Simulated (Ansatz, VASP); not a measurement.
# BAs in VASP and in Ansatz

POSCAR

```
BAs
1.0
    0.0000000000      2.3430888607      2.3430888607
    2.3430888607      0.0000000000      2.3430888607
    2.3430888607      2.3430888607      0.0000000000
B As
1 1
Direct
    0.0000000000      0.0000000000      0.0000000000
    0.2500000000      0.2500000000      0.2500000000
```

Contents of INCAR.step1:

```
  PREC = Accurate
  ENCUT = 520
  ISMEAR = 0
  SIGMA = 0.02
  LREAL = False
  LASPH = True
  NELM = 100
  NBANDS = 11
  GGA = PE
  ALGO = Normal
  EDIFF = 1E-4
  LWAVE = True
  LCHARG = False
```

Contents of INCAR.step2:

```
  PREC = Accurate
  ENCUT = 520
  EDIFF = 1E-6
  ISMEAR = 0
  SIGMA = 0.02
  LREAL = False
  LASPH = True
  NELM = 100
  ALGO = Normal
  ISIF = 2
  LWAVE = False
  LCHARG = False
  METAGGA = R2SCAN
  LMIXTAU = True
  NBANDS = 11
  ISTART = 1
```

Contents of KPOINTS:

```
Automatic mesh
0
Gamma
  10 10 10
```

Input for Ansatz:

```yaml
crystal:
  lattice:
    - [0.0, 2.3430888607, 2.3430888607]
    - [2.3430888607, 0.0, 2.3430888607]
    - [2.3430888607, 2.3430888607, 0.0]
  atoms:
    - { symbol: B, position: [0.0, 0.0, 0.0] }
    - { symbol: As, position: [0.25, 0.25, 0.25] }
basis:
  ecutwfc: 500
kpoints:
  mp_grid: { grid: [10, 10, 10] }
hamiltonian:
  xc: r2scan
scf:
  occupations: { method: gaussian, width: 0.02 }
output:
  forces: true
  stress: true
  eigenvalues: true
```

Alike in both runs: task single point; functional r2SCAN; k mesh 10 × 10 × 10; occupations gaussian, width 0.02 eV; no spin polarisation.

|  | VASP | Ansatz |
| --- | --- | --- |
| version | VASP 6.6.1 | Ansatz 0.2.0 |
| potentials or method | VASP PAW PBE potentials, release 64 (B, As), cutoff 520 eV | scalar-relativistic, plane waves, PAW |
| valence electrons in the cell | 8 | 18 |

VASP gave:

* gap on the k mesh at the Fermi level (eV): 1.31
* least direct gap on the mesh (eV): 3.51
* pressure (GPa): 10.3

Task: What did Ansatz give for the same quantities?

Result: gap on the k mesh at the Fermi level (eV): 1.31; least direct gap on the mesh (eV): 3.51; pressure (GPa): 9.9.

VASP's potentials were made for PBE, not for r2SCAN. VASP's potentials hold 8 valence electrons a cell and Ansatz's 18, so a difference there can come from the potentials and not from the codes.
